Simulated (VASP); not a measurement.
Zr:

```xyz
2
Lattice="3.2320 0.0000 0.0000 -1.6160 2.7990 0.0000 0.0000 0.0000 5.1470" Properties=species:S:1:pos:R:3 pbc="T T T"
Zr    1.6160    0.9330    3.8603
Zr    0.0000    1.8660    1.2868
```

* Program: VASP 6.6.1
* Task: relaxation of cell and atoms
* Functional: PBEsol
* Dispersion: D4
* Potentials or basis: VASP PAW PBE potentials, release 64 (Zr_sv)
* Cutoff: 600 eV
* k mesh: 9 × 9 × 5
* Occupations: fermi-dirac, width 0.05 eV
* Spin: no spin polarisation

At the start: pressure -4.0 GPa; volume 23.28 Å³/atom.

Task: How do energy, volume and symmetry change on relaxing?

Result: Over 7 steps the energy falls by 13.3 meV/atom and the volume is 22.28 Å³/atom (-4.3 %); space group P6_3/mmc (No. 194, to 0.1 Å) before and after.

Step by step:
| step | energy change (eV) | largest force (eV/Å) | pressure (GPa) | volume (Å³) |
| --- | --- | --- | --- | --- |
| 1 | 0.0000 | 0.0000 | -4.02 | 46.56 |
| 2 | -0.0001 | 0.0000 | 4.62 | 42.73 |
| 3 | -0.0258 | 0.0000 | 0.02 | 44.60 |
| 4 | -0.0258 | 0.0000 | 0.10 | 44.56 |
| 5 | -0.0265 | 0.0000 | 0.08 | 44.56 |
| 6 | -0.0266 | 0.0000 | 0.06 | 44.56 |
| 7 | -0.0266 | 0.0000 | 0.06 | 44.56 |

Final structure:
```
Zr
1.0
     3.17204    0.00000    0.00000
    -1.58602    2.74706    0.00000
     0.00000    0.00000    5.11339
Zr
2
Direct
  0.66667 0.33333 0.75000
  0.33333 0.66667 0.25000
```

Caveat: the PAW data sets were made with another functional, which shifts forces and pressure a little.
